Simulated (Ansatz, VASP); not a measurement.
Two plane-wave programs on K3Eu

```
Eu K
1.0
     0.00000    5.09197    5.09197
     5.09197    0.00000    5.09197
     5.09197    5.09197    0.00000
Eu K
1 3
Cartesian
  0.0000 0.0000 0.0000
  5.0920 5.0920 5.0920
  7.6379 7.6379 7.6379
  2.5460 2.5460 2.5460
```

Alike in both runs: task single point; functional PBE; k mesh 5 × 5 × 5; occupations fermi-dirac, width 0.05 eV; collinear spin.

```csv
,VASP,Ansatz
version,VASP 6.6.1,Ansatz 0.2.0
potentials or method,"VASP PAW PBE potentials, release 64 (Eu, K_sv)",Ansatz PAW
plane-wave cutoff (eV),520,420
valence electrons in the cell,44,44
```

```csv
,VASP,Ansatz,Ansatz less VASP
gap on the k mesh at the Fermi level (eV),none,none,-
pressure (GPa),0.0,0.1,+0.04
net moment per atom (μB),1.91,1.91,-0.001
size of the moment on the site where the two differ most (μB),6.77,7.17,+0.401
```

Site moments also hang on the region over which each program counts them. A gap of «none» marks a metal or a gap that the smearing closes.

Neither program's run includes spin-orbit coupling.
